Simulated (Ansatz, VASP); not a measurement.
Two plane-wave programs on Ag

File INCAR:

```
SYSTEM = Ag
PREC = Accurate
ENCUT = 520
EDIFF = 1E-6
ISMEAR = -1
SIGMA = 0.1
LREAL = .False.
LASPH = .True.
NELM = 60
ALGO = Normal
ISIF = 2
LWAVE = .False.
LCHARG = .False.
GGA = PE
NBANDS = 12
```

File KPOINTS:

```
Automatic mesh
0
Gamma
  11 11 11
  0 0 0
```

POSCAR

```
Ag
1.0
    0.0000000000      2.0427500000      2.0427500000
    2.0427500000      0.0000000000      2.0427500000
    2.0427500000      2.0427500000      0.0000000000
Ag
1
Direct
    0.0000000000      0.0000000000      0.0000000000
```

Input for Ansatz:

```yaml
crystal:
  lattice:
    - [0.0, 2.04275, 2.04275]
    - [2.04275, 0.0, 2.04275]
    - [2.04275, 2.04275, 0.0]
  atoms:
    - { symbol: Ag, position: [0.0, 0.0, 0.0] }
basis:
  ecutwfc: 500.0
kpoints:
  mp_grid:
    grid: [11, 11, 11]
hamiltonian:
  xc: pbe
scf:
  occupations:
    method: fermi_dirac
    width: 0.1
output:
  stress: true
```

Alike in both runs: task single point; functional PBE; k mesh 11 × 11 × 11; occupations fermi-dirac, width 0.1 eV; no spin polarisation.

```csv
,VASP,Ansatz
version,VASP 6.6.1,Ansatz 0.2.0
potentials or method,"VASP PAW PBE potentials, release 64 (Ag), cutoff 520 eV","plane waves, PAW"
valence electrons in the cell,11,19
```

```tsv
	VASP	Ansatz	Ansatz less VASP
pressure (GPa)	4.4	4.6	+0.16
```

VASP's potentials hold 11 valence electrons a cell and Ansatz's 19, so a difference there can come from the potentials and not from the codes.
